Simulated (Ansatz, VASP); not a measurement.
## One calculation of InP, two programs

INCAR

```
PREC     = Accurate       # precision mode
ENCUT    = 520            # plane-wave cutoff, eV
EDIFF    = 1E-8           # SCF threshold, eV
ISMEAR   = -1             # smearing method
SIGMA    = 0.03           # smearing width, eV
LREAL    = F              # projectors in reciprocal space
LASPH    = T              # aspherical terms in the spheres
NELM     = 60             # most SCF steps
ALGO     = Normal         # electronic algorithm
ISIF     = 2              # what is computed and relaxed
LWAVE    = F              # write WAVECAR
LCHARG   = F              # write CHGCAR
GGA      = PE             # functional
LEFG     = T            
NBANDS   = 16             # bands
```

Contents of KPOINTS:

```
Automatic mesh
0
Gamma
  11 11 11
```

File POSCAR:

```
InP
1.0
    0.0000000000      2.8550000000      2.7693500000
    2.8550000000      0.0000000000      2.7693500000
    2.8550000000      2.8550000000      0.0000000000
In P
1 1
Direct
    0.0000000000      0.0000000000      0.0000000000
    0.5000000000      0.5000000000      0.5000000000
```

Input for Ansatz:

```yaml
crystal:
  lattice:
    - [0.0, 2.855, 2.76935]
    - [2.855, 0.0, 2.76935]
    - [2.855, 2.855, 0.0]
  atoms:
    - { symbol: In, position: [0.0, 0.0, 0.0] }
    - { symbol: P, position: [0.5, 0.5, 0.5] }
kpoints:
  mp_grid: { grid: [11, 11, 11] }
scf:
  occupations: { method: fermi_dirac, width: 0.03 }
hamiltonian:
  xc: pbe
  pseudopotentials: { kind: all_electron, datasets: crystal }
output:
  forces: true
  stress: true
  eigenvalues: true
  efg: { contact_densities: true }
```

Change from the starting cell: zz strain of -3 %, crystal datasets.

Alike in both runs: task electric field gradients; functional PBE; k mesh 11 × 11 × 11; occupations fermi-dirac, width 0.03 eV; no spin polarisation.

|  | VASP | Ansatz |
| --- | --- | --- |
| version | VASP 6.6.1 | Ansatz 0.2.0 |
| potentials or method | VASP PAW PBE potentials, release 64 (In_d, P), cutoff 520 eV | all-electron PAW with datasets made for the crystal, scalar-relativistic |

|  | VASP | Ansatz | Ansatz less VASP |
| --- | --- | --- | --- |
| pressure (GPa) | -3.8 | -3.7 | +0.03 |
| traceless stress, the component that is largest in VASP (GPa) | 2.04 | 2.05 | +0.007 |
| size of Vzz on the site where it differs most (V/Å²) | 29.3 | 28.6 | -0.73 |

Ansatz ran all-electron here, and VASP with PAW potentials.
